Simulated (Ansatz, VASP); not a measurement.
# MgO: VASP beside Ansatz

File INCAR:

```
SYSTEM = MgO
PREC = Accurate
ENCUT = 520
EDIFF = 1E-6
ISMEAR = 0
SIGMA = 0.05
LREAL = .False.
LASPH = .True.
NELM = 100
ALGO = Normal
ISIF = 2
LWAVE = .False.
LCHARG = .True.
GGA = PS
LELF = .True.
LVHAR = .True.
NBANDS = 16
```

File KPOINTS:

```
regular mesh
0
Gamma
  9 9 6
  0 0 0
```

File POSCAR:

```
MgO
1.0
    3.4010127377      0.0000000000      0.0000000000
   -1.7005063689      2.9453634294      0.0000000000
    0.0000000000      0.0000000000      4.7134523992
Mg O
2 2
Direct
    0.3333333333      0.6666666667      0.0021597400
    0.6666666667      0.3333333333      0.5021597400
    0.3333333333      0.6666666667      0.4024402600
    0.6666666667      0.3333333333      0.9024402600
```

Input for Ansatz:

```yaml
crystal:
  lattice:
    - [3.4010127377, 0.0, 0.0]
    - [-1.7005063689, 2.9453634294, 0.0]
    - [0.0, 0.0, 4.7134523992]
  atoms:
    - { symbol: Mg, position: [0.3333333333, 0.6666666667, 0.00215974] }
    - { symbol: Mg, position: [0.6666666667, 0.3333333333, 0.50215974] }
    - { symbol: O, position: [0.3333333333, 0.6666666667, 0.40244026] }
    - { symbol: O, position: [0.6666666667, 0.3333333333, 0.90244026] }
basis:
  ecutwfc: 420
kpoints:
  mp_grid: { grid: [9, 9, 6] }
hamiltonian:
  xc: pbesol
scf:
  occupations: { method: gaussian, width: 0.05 }
output:
  forces: true
  stress: true
  eigenvalues: true
```

Alike in both runs: task single point; functional PBEsol; k mesh 9 × 9 × 6; occupations gaussian, width 0.05 eV; no spin polarisation.

|  | VASP | Ansatz |
| --- | --- | --- |
| version | VASP 6.6.1 | Ansatz 0.2.0 |
| potentials or method | VASP PAW PBE potentials, release 64 (Mg, O), cutoff 520 eV | scalar-relativistic, plane waves, PAW |
| valence electrons in the cell | 16 | 32 |

|  | VASP | Ansatz | Ansatz less VASP |
| --- | --- | --- | --- |
| gap on the k mesh at the Fermi level (eV) | 3.23 | 3.24 | +0.003 |
| least direct gap on the mesh (eV) | 3.23 | 3.24 | +0.003 |
| pressure (GPa) | 0.3 | 0.6 | +0.27 |
| traceless stress, the component that is largest in VASP (GPa) | 11.53 | 11.34 | -0.190 |
| rms of the force components (eV/Å) | 0.635 | 0.625 | -0.0096 |

VASP's potentials were made for PBE, not for PBEsol. Atom by atom the forces differ by 0.010 eV/Å (rms over components). VASP's potentials hold 16 valence electrons a cell and Ansatz's 32, so a difference there can come from the potentials and not from the codes.
